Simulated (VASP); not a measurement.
## SbRh3: single point with LDA

The system is SbRh3.

```
CELL_PARAMETERS angstrom
3.78170 0.00000 0.00000
0.00000 3.78170 0.00000
0.00000 0.00000 3.68473
ATOMIC_POSITIONS crystal
Sb 0.00000 0.00000 0.00000
Rh 0.50000 0.50000 0.00000
Rh 0.50000 0.00000 0.50000
Rh 0.00000 0.50000 0.50000
```

This cell differs from its parent crystal: strain -0.025 along x and y, -0.050 along z.

```json
{
  "Program": "VASP 6.6.1",
  "Task": "single point",
  "Functional": "LDA",
  "Potentials or basis": "VASP PAW LDA potentials, release 64 (Sb, Rh_pv)",
  "Cutoff": "520 eV",
  "k mesh": "12 × 12 × 12",
  "Occupations": "gaussian, width 0.15 eV",
  "Spin": "no spin polarisation"
}
```

| Item | Value |
| --- | --- |
| Pressure | 34.5 GPa |
| Band gap on the k mesh | zero (band 25 reaches 15.18 eV, above the bottom of band 26 at 13.45 eV) |

Stress tensor (GPa, compression positive):
```
32.41  0.00  0.00
 0.00 32.41  0.00
 0.00  0.00 38.61
```

Levels at points of the mesh, in eV from the Fermi level:
```csv
k point,band 23,band 24,band 25,band 26,band 27,band 28
"(0.00, 0.00, 0.00)",-0.31,-0.03,0.72,1.15,1.41,1.41
"(0.50, 0.00, 0.00)",-1.67,-1.44,0.01,1.41,3.90,3.93
"(0.50, 0.50, 0.00)",-1.39,-1.24,-1.11,-1.02,2.06,2.06
"(0.00, 0.00, 0.50)",-1.52,-1.37,-0.19,1.16,3.70,4.32
"(0.50, 0.00, 0.50)",-1.22,-1.10,-0.98,-0.95,2.20,2.21
"(0.50, 0.50, 0.50)",-1.43,-1.18,0.61,0.76,0.76,0.91
```

Wall time 95 s on 1 thread of Intel(R) Xeon(R) 6975P-C (Granite Rapids), with other jobs on the host, peak memory 0.35 GiB.

Caveat: the cell differs from its parent crystal (strain -0.025 along x and y, -0.050 along z); spin-orbit coupling is left out, which moves the levels of the heavy elements.
